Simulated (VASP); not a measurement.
# Zn5O (P-6m2) in VASP: further runs

Zn5O is run at these levels: PBE; tasks: single point.

Program: VASP 6.6.1. These are calculated values, not measurements. Logs are shortened: lines on timing, memory, paths and dates and some standing lists are left out, and cuts for length are marked.

## Step 1: The cell of the first run

The structure is hexagonal, space group P-6m2 (No. 187). Conventional cell: a = 2.977 Å, b = 2.977 Å, c = 10.934 Å, α = 90.00°, β = 90.00°, γ = 120.00°. Within 3.0 Å of Zn (site symmetry 3m) lie 3 O at 2.19 Å and 10 Zn at 2.70 to 2.98 Å. Zn (site symmetry 3m) has 12 Zn at 2.66 to 2.98 Å and 1 O at 3.44 Å within 3.5 Å. Zn (site symmetry -6m2) has 12 Zn at 2.66 to 2.98 Å within 3.5 Å. O (site symmetry -6m2) has 6 Zn at 2.19 Å and 6 O at 2.98 Å within 3.0 Å.

The cell was generated, and may not be a known phase.

## Step 2: Single point, PBE, collinear spin, ferromagnetic start

Input file INCAR:

```
PREC = Accurate
ENCUT = 520
EDIFF = 1E-7
ISMEAR = 0
SIGMA = 0.1
LREAL = F
LASPH = T
NELM = 150
ALGO = Normal
ISIF = 2
LWAVE = F
LCHARG = T
ISPIN = 2
MAGMOM = 0 0 0 0 0 1
LORBIT = 11
GGA = PE
LELF = T
LVHAR = T
NBANDS = 46
```

Input file KPOINTS:

```
Automatic mesh
0
Gamma
  6 6 2
```

Input file POSCAR:

```
Zn5O
1.0
    2.9766863887      0.0000000000      0.0000000000
   -1.4883431944      2.5778860317      0.0000000000
    0.0000000000      0.0000000000     10.9342700327
Zn O
5 1
Direct
    0.0000000000      0.0000000000      0.8757451482
    0.6666666667      0.3333333333      0.6851054505
    0.0000000000      0.0000000000      0.5000000000
    0.6666666667      0.3333333333      0.3148945495
    0.0000000000      0.0000000000      0.1242548518
    0.6666666667      0.3333333333      0.0000000000
```

Potentials or basis: VASP PAW PBE potentials, release 64 (Zn, O).

On the command line:

```bash
$ cat potpaw_PBE.64/Zn/POTCAR potpaw_PBE.64/O/POTCAR > POTCAR
$ mpirun -np 1 vasp_std > vasp.out
```

OUTCAR:

```text
PREC = Accurate
   ENCUT = 520
   EDIFF = 1E-7
   ISMEAR = 0
   LREAL = F
   LASPH = T
   NELM = 150
   ISIF = 2
   ISPIN = 2
   LORBIT = 11
   GGA = PE

 ion  position               nearest neighbor table
   1  0.000  0.000  0.876-   6 2.19   6 2.19   6 2.19   2 2.70   2 2.70   2 2.70   5 2.72
   2  0.667  0.333  0.685-   3 2.66   3 2.66   3 2.66   1 2.70   1 2.70   1 2.70
   3  0.000  0.000  0.500-   4 2.66   2 2.66   4 2.66   2 2.66   4 2.66   2 2.66
   4  0.667  0.333  0.315-   3 2.66   3 2.66   3 2.66   5 2.70   5 2.70   5 2.70
   5  0.000  0.000  0.124-   6 2.19   6 2.19   6 2.19   4 2.70   4 2.70   4 2.70   1 2.72
   6  0.667  0.333  0.000-   1 2.19   5 2.19   1 2.19   5 2.19   1 2.19   5 2.19

  LATTYP: Found a hexagonal cell.
 ALAT       =     2.9766863887
 C/A-ratio  =     3.6733026610

  Lattice vectors:

 A1 = (   2.9766863887,   0.0000000000,   0.0000000000)
 A2 = (  -1.4883431944,   2.5778860317,   0.0000000000)
 A3 = (   0.0000000000,   0.0000000000,  10.9342700327)

Analysis of symmetry for initial positions (statically):
=====================================================================
 Subroutine PRICEL returns:
 Original cell was already a primitive cell.

 Routine SETGRP: Setting up the symmetry group for a
 hexagonal supercell.

 Subroutine GETGRP returns: Found 12 space group operations
 (whereof 12 operations were pure point group operations)
 out of a pool of 24 trial point group operations.

The static configuration has the point symmetry D_3h.

Analysis of symmetry for dynamics (positions and initial velocities):
=====================================================================
 Subroutine PRICEL returns:
 Original cell was already a primitive cell.

 Routine SETGRP: Setting up the symmetry group for a
 hexagonal supercell.

 Subroutine GETGRP returns: Found 12 space group operations
 (whereof 12 operations were pure point group operations)
 out of a pool of 24 trial point group operations.

The dynamic configuration has the point symmetry D_3h.

Analysis of structural, dynamic, and magnetic symmetry:
=====================================================================
 Subroutine PRICEL returns:
 Original cell was already a primitive cell.

 Routine SETGRP: Setting up the symmetry group for a
 hexagonal supercell.

 Subroutine GETGRP returns: Found 12 space group operations
[... 131 lines left out ...]
 spin polarized calculation
 Gauss-broadening in eV      SIGMA  =   0.10
  energy-cutoff  :      520.00
  volume of cell :       83.90
 maximum number of plane-waves:      2292
 NGX is ok and might be reduce to    24

 number of electron      65.9999922 magnetization       0.0001294

 number of electron      65.9999922 magnetization      -0.0000131

 Free energy of the ion-electron system (eV)
  ---------------------------------------------------
  ext. energy  EPLUGINS =         0.00000000
  ---------------------------------------------------
  free energy    TOTEN  =       -12.20913319 eV

  energy without entropy =      -12.20257214  energy(sigma->0) =      -12.20585267

 E-fermi :   3.0334     XC(G=0): -11.5080

 val. band max:        2.9331342604   @ k =   0.0000   0.0000   0.0000
 cond. band min:       3.0626032212   @ k =   0.5000   0.0000   0.5000
 fundamental gap:      0.1294689608
 Fermi energy:         3.0333644821

 spin component 1

 k-point     1 :       0.0000    0.0000    0.0000
  band No.  band energies     occupation
      1     -16.3940      1.00000
      2      -6.5211      1.00000
      3      -6.1967      1.00000
      4      -5.0195      1.00000
      5      -4.9630      1.00000
      6      -4.5736      1.00000
[... 661 lines left out ...]
     44      11.1708      0.00000
     45      12.2230      0.00000
 Fermi energy:         3.0333644821

 spin component 2

 k-point     1 :       0.0000    0.0000    0.0000
  band No.  band energies     occupation
      1     -16.3940      1.00000
      2      -6.5211      1.00000
      3      -6.1967      1.00000
      4      -5.0195      1.00000
      5      -4.9630      1.00000
      6      -4.5736      1.00000
[... 661 lines left out ...]
     44      11.1708      0.00000
     45      12.2230      0.00000
 [bands above 45 left out]

------------------------ aborting loop because EDIFF is reached ----------------------------------------

  FORCE on cell =-STRESS in cart. coord.  units (eV):
  Direction    XX          YY          ZZ          XY          YZ          ZX
  --------------------------------------------------------------------------------------
  -------------------------------------------------------------------------------------
  Total        0.0631818      0.0631818      0.1742656     -0.0000000      0.0000000      0.0000000
  in kB        1.2064677      1.2064677      3.3276355     -0.0000000      0.0000000      0.0000000
  external PRESSURE =       1.9135236 kB  Pullay stress =       0.0000000 kB

 VOLUME and BASIS-vectors are now :
 -----------------------------------------------------------------------------
  energy-cutoff  :      520.00
  volume of cell :       83.90
      direct lattice vectors                 reciprocal lattice vectors
     2.976686389  0.000000000  0.000000000     0.335944023  0.193957372  0.000000000
    -1.488343194  2.577886032  0.000000000     0.000000000  0.387914744  0.000000000
     0.000000000  0.000000000 10.934270033     0.000000000  0.000000000  0.091455579

 POSITION                                       TOTAL-FORCE (eV/Angst)
 -----------------------------------------------------------------------------------
      0.00000      0.00000      9.57563         0.000000      0.000000     -0.049738
      1.48834      0.85930      7.49113        -0.000000     -0.000000     -0.000052
      0.00000      0.00000      5.46714         0.000000     -0.000000      0.000000
      1.48834      0.85930      3.44314        -0.000000      0.000000      0.000052
      0.00000      0.00000      1.35864         0.000000      0.000000      0.049738
      1.48834      0.85930      0.00000         0.000000     -0.000000      0.000000
 -----------------------------------------------------------------------------------
    total drift:                                0.000000     -0.000000      0.000000

  FREE ENERGIE OF THE ION-ELECTRON SYSTEM (eV)
  ---------------------------------------------------
  free  energy   TOTEN  =       -12.2091331917 eV

  energy  without entropy=      -12.2025721441  energy(sigma->0) =      -12.20585267

 total charge

# of ion       s       p       d       tot
------------------------------------------
    1        0.517   0.380   9.794  10.690
    2        0.604   0.409   9.723  10.736
    3        0.624   0.420   9.719  10.763
    4        0.604   0.409   9.723  10.736
    5        0.517   0.380   9.794  10.690
    6        1.583   3.369   0.000   4.952
--------------------------------------------------
tot          4.448   5.367  48.753  58.568

 magnetization (x)

# of ion       s       p       d       tot
------------------------------------------
    1       -0.000  -0.000  -0.000  -0.000
    2        0.000   0.000  -0.000  -0.000
    3       -0.000  -0.000   0.000  -0.000
    4        0.000   0.000  -0.000  -0.000
    5       -0.000  -0.000  -0.000  -0.000
    6       -0.000   0.000   0.000  -0.000
--------------------------------------------------
tot         -0.000  -0.000   0.000  -0.000
```

OSZICAR:

```text
N       E                     dE             d eps       ncg     rms          rms(c)
DAV:   1     0.537157633799E+03    0.53716E+03   -0.30337E+04  2576   0.222E+03
DAV:   2     0.520956582709E+02   -0.48506E+03   -0.45408E+03  2584   0.463E+02
DAV:   3    -0.119480567030E+02   -0.64044E+02   -0.62248E+02  2766   0.154E+02
DAV:   4    -0.141945968971E+02   -0.22465E+01   -0.22369E+01  2914   0.303E+01
DAV:   5    -0.142048575867E+02   -0.10261E-01   -0.10260E-01  2798   0.196E+00    0.118E+01
DAV:   6    -0.121100541268E+02    0.20948E+01   -0.64222E+00  3848   0.414E+01    0.708E+00
DAV:   7    -0.122004553013E+02   -0.90401E-01   -0.21335E+00  2842   0.153E+01    0.455E+00
DAV:   8    -0.122203722024E+02   -0.19917E-01   -0.51648E-01  3304   0.138E+01    0.140E+00
DAV:   9    -0.122066285453E+02    0.13744E-01   -0.84988E-02  3350   0.749E+00    0.385E-01
DAV:  10    -0.122085255375E+02   -0.18970E-02   -0.32686E-02  3008   0.170E+00    0.150E-01
DAV:  11    -0.122090724921E+02   -0.54695E-03   -0.44990E-03  2874   0.967E-01    0.110E-01
DAV:  12    -0.122091205270E+02   -0.48035E-04   -0.27903E-04  3148   0.356E-01    0.640E-02
DAV:  13    -0.122091280181E+02   -0.74911E-05   -0.11339E-04  3710   0.164E-01    0.150E-02
DAV:  14    -0.122091333729E+02   -0.53548E-05   -0.50783E-05  2856   0.577E-02    0.836E-03
DAV:  15    -0.122091336718E+02   -0.29892E-06   -0.17369E-06  2896   0.248E-02    0.488E-03
DAV:  16    -0.122091334224E+02    0.24945E-06   -0.56540E-07  2678   0.845E-03    0.214E-03
DAV:  17    -0.122091332341E+02    0.18828E-06   -0.21524E-07  2182   0.617E-03    0.462E-04
DAV:  18    -0.122091331917E+02    0.42421E-07   -0.25063E-08  1372   0.248E-03
   1 F= -.12209133E+02 E0= -.12205853E+02  d E =-.656105E-02  mag=    -0.0000
```

stdout:

```text
POSCAR found type information on POSCAR ZnO
 POSCAR found :  2 types and       6 ions
 scaLAPACK will be used
 LDA part: xc-table for (Slater+PW92), standard interpolation
 POSCAR, INCAR and KPOINTS ok, starting setup
 FFT: planning ... GRIDC
 FFT: planning ... GRID_SOFT
 FFT: planning ... GRID
 WAVECAR not read
 entering main loop
```

Run time: 91 s. Hardware: 1 thread of AMD EPYC 9R45 (Zen 5), shared host; peak memory 0.24 GiB.

Results:

* Free energy: -12.2091 eV
* Pressure: 0.2 GPa
* Largest force: 0.050 eV/Å
* Band gap on the k mesh: zero (filled and empty bands overlap)
* Net moment: 0.00 μB per cell
* Valence electrons inside the program's atomic spheres: Zn 10.69, 10.74, 10.76 (each value once); O 4.95

Forces in eV/Å, atoms in the order of the input:
```
Zn   0.000  0.000 -0.050
Zn   0.000  0.000  0.000
Zn   0.000  0.000  0.000
Zn   0.000  0.000  0.000
Zn   0.000  0.000  0.050
O    0.000  0.000  0.000
```

Caveat: the k points lie up to 0.41 Å⁻¹ apart, too coarse for converged energies and pressures of a metal.

## Step 3: Single point, PBE, collinear spin, ferromagnetic start

This run uses another cell than the first one, of 18.30 Å³/atom.

Input file INCAR:

```
ALGO = Normal
EDIFF = 1E-6
ENCUT = 520
GGA = PE
ISIF = 2
ISMEAR = 0
ISPIN = 2
LASPH = T
LCHARG = F
LORBIT = 11
LREAL = F
LWAVE = F
MAGMOM = 0 0 0 0 0 1
NBANDS = 46
NELM = 150
PREC = Accurate
SIGMA = 0.1
```

Input file KPOINTS:

```
k-points
0
Gamma
  6 6 2
```

Input file POSCAR:

```
Zn5O
1.0
    2.9854725000      0.0000000000      0.0000000000
   -1.4927362500      2.5854950200      0.0000000000
    0.0000000000      0.0000000000     14.2257616900
Zn O
5 1
Direct
    0.0000000000      0.0000000000      0.8363369700
    0.6666666700      0.3333333300      0.6678038200
    0.0000000000      0.0000000000      0.5000000000
    0.6666666700      0.3333333300      0.3321961800
    0.0000000000      0.0000000000      0.1636630300
    0.6666666700      0.3333333300      0.0000000000
```

Potentials or basis: VASP PAW PBE potentials, release 64 (Zn, O).

On the command line:

```bash
$ cat potpaw_PBE.64/Zn/POTCAR potpaw_PBE.64/O/POTCAR > POTCAR
$ mpirun -np 1 vasp_std > vasp.out
```

Wall time 2.5 min (1 thread of AMD EPYC 9R45 (Zen 5), shared host); peak memory 0.3 GiB.

Results (log left out):

| Item | Value |
| --- | --- |
| Free energy | -7.8890 eV |
| Pressure | -10.8 GPa |
| Largest force | 1.241 eV/Å |
| Band gap on the k mesh | zero (filled and empty bands overlap) |
| Net moment | 0.00 μB per cell |
| Valence electrons inside the program's atomic spheres | Zn 10.53, 10.62, 10.63 (each value once); O 4.65 |

Forces in eV/Å, atoms in the order of the input:
```
Zn   0.000  0.000  1.241
Zn   0.000  0.000  0.046
Zn   0.000  0.000  0.000
Zn   0.000  0.000 -0.046
Zn   0.000  0.000 -1.241
O    0.000  0.000  0.000
```

Stress tensor (GPa, compression positive):
```
 -9.09   0.00   0.00
  0.00  -9.09   0.00
  0.00   0.00 -14.33
```

Levels at points of the mesh, in eV from the Fermi level:
Spin up:
```
           k point  band 31  band 32  band 33  band 34  band 35  band 36
(0.00, 0.00, 0.00)    -2.46    -2.27     0.36     0.36     1.19     2.53
(0.50, 0.00, 0.00)    -1.96    -0.95    -0.90    -0.08     0.00     0.92
(0.00, 0.00, 0.50)    -3.52    -0.56    -0.34     0.36     0.36     3.64
(0.50, 0.00, 0.50)    -1.84    -1.51    -0.31    -0.18    -0.08     0.84
```
Spin down:
| k point | band 30 | band 31 | band 32 | band 33 | band 34 | band 35 | band 36 | band 37 |
| --- | --- | --- | --- | --- | --- | --- | --- | --- |
| (0.00, 0.00, 0.00) | -5.13 | -2.46 | -2.27 | 0.35 | 0.35 | 1.19 | 2.53 | 6.56 |
| (0.50, 0.00, 0.00) | -2.20 | -1.95 | -0.95 | -0.90 | -0.08 | 0.00 | 0.93 | 1.38 |
| (0.00, 0.00, 0.50) | -4.75 | -3.52 | -0.56 | -0.34 | 0.35 | 0.35 | 3.64 | 5.53 |
| (0.50, 0.00, 0.50) | -1.95 | -1.84 | -1.51 | -0.31 | -0.18 | -0.08 | 0.84 | 1.42 |

Caveat: the k points lie up to 0.41 Å⁻¹ apart, too coarse for converged energies and pressures of a metal; semilocal functionals underestimate gaps, and a narrow one can read as zero; forces of over 1 eV/Å act on the atoms, so gaps and moduli don't describe the material at rest.

## Step 4: Single point, PBE

This run uses another cell than the first one: it holds 12 atoms, not 6.

Input file INCAR:

```
PREC     = Accurate       # precision mode
ENCUT    = 600            # plane-wave cutoff, eV
EDIFF    = 1E-6           # SCF threshold, eV
ISMEAR   = 0              # smearing method
SIGMA    = 0.2            # smearing width, eV
LREAL    = F              # projectors in reciprocal space
LASPH    = T              # aspherical terms in the spheres
NELM     = 120            # most SCF steps
ALGO     = Normal         # electronic algorithm
ISIF     = 2              # what is computed and relaxed
LWAVE    = F              # write WAVECAR
LCHARG   = F              # write CHGCAR
GGA      = PE             # functional
NBANDS   = 78             # bands
GGA_COMPAT= F
```

Input file KPOINTS:

```
regular mesh
0
Gamma
  12 12 1
```

Input file POSCAR:

```
Zn5O
1.0
    2.9338121195      0.0000000000      0.0000000000
   -1.4669060598      2.5407558254      0.0000000000
    0.0000000000      0.0000000000     22.2987494229
Zn O
10 2
Direct
    0.0000000000      0.0000000000      0.4385457096
    0.0000000000      0.0000000000      0.9385457096
    0.6666666667      0.3333333333      0.3444941944
    0.6666666667      0.3333333333      0.8444941944
    1.0000000000      0.0000000000      0.2500000000
    1.0000000000      0.0000000000      0.7500000000
    0.6666666667      0.3333333333      0.1555058056
    0.6666666667      0.3333333333      0.6555058056
    0.0000000000      0.0000000000      0.0614542904
    0.0000000000      0.0000000000      0.5614542904
    0.6666666667      0.3333333333      0.0000000000
    0.6666666667      0.3333333333      0.5000000000
```

On the command line:

```bash
$ cat potpaw_PBE.64/Zn/POTCAR potpaw_PBE.64/O/POTCAR > POTCAR
$ mpirun -np 1 vasp_std > vasp.out
```

It took 9 min on 1 thread of Oxide Virtual Turin-like, shared host; peak memory 0.38 GiB.

It converged, with:

```yaml
Free_energy: -24.5241 eV
Pressure: 0.4 GPa
Largest_force: 0.023 eV/Å
Band_gap_on_the_k_mesh: zero (bands 66 and 67 overlap by 1.89 eV)
```

Forces in eV/Å, atoms in the order of the input:
```
Zn   0.000  0.000 -0.023
Zn   0.000  0.000 -0.023
Zn   0.000  0.000  0.004
Zn   0.000  0.000  0.004
Zn   0.000  0.000  0.000
Zn   0.000  0.000  0.000
Zn   0.000  0.000 -0.004
Zn   0.000  0.000 -0.004
Zn   0.000  0.000  0.023
Zn   0.000  0.000  0.023
O    0.000  0.000  0.000
O    0.000  0.000  0.000
```

Stress tensor (GPa, compression positive):
```
0.23 0.00 0.00
0.00 0.23 0.00
0.00 0.00 0.64
```

Levels at points of the mesh, in eV from the Fermi level:
```
           k point  band 62  band 63  band 64  band 65  band 66  band 67  band 68  band 69  band 70  band 71
(0.00, 0.00, 0.00)    -2.46    -2.23    -2.23    -2.23    -2.23    -0.48     1.37     1.77     4.42     4.65
(0.50, 0.00, 0.00)    -2.93    -2.73    -2.56    -1.64    -0.95    -0.95    -0.16     0.34     0.61     1.55
```

## Step 5: Summary

| spin | cell | k mesh | cutoff (eV) | smearing | gap on the mesh (eV) | pressure (GPa) | moment (μB) | largest force (eV/Å) |
| --- | --- | --- | --- | --- | --- | --- | --- | --- |
| collinear, ferromagnetic start | a = 2.977, b = 2.977, c = 10.934 Å, angles 90.0, 90.0, 120.0°, 6 atoms, atomic positions A | 6 × 6 × 2 | 520 | gaussian 0.1 eV | none | 0.2 | 0.00 | 0.05 |
| collinear, ferromagnetic start | a = 2.985, b = 2.985, c = 14.226 Å, angles 90.0, 90.0, 120.0°, 6 atoms, atomic positions B | 6 × 6 × 2 | 520 | gaussian 0.1 eV | none | -10.8 | 0.00 | 1.24 |
| off | a = 2.934, b = 2.934, c = 22.299 Å, angles 90.0, 90.0, 120.0°, 12 atoms, atomic positions C | 12 × 12 × 1 | 600 | gaussian 0.2 eV | none | 0.4 | - | 0.02 |

Alike in all rows: task single point; level PBE; potentials or basis VASP PAW PBE potentials, release 64 (Zn, O).

Caveats: some runs use coarse meshes; semilocal functionals underestimate gaps, and a narrow one can read as zero (at least some runs); forces of over 1 eV/Å act on the atoms, so gaps and moduli don't describe the material at rest (at least some runs).

Absolute energies hang on the potentials; compare differences alone.

The gap in the log of VASP goes by the Fermi energy; the results here count the filled bands.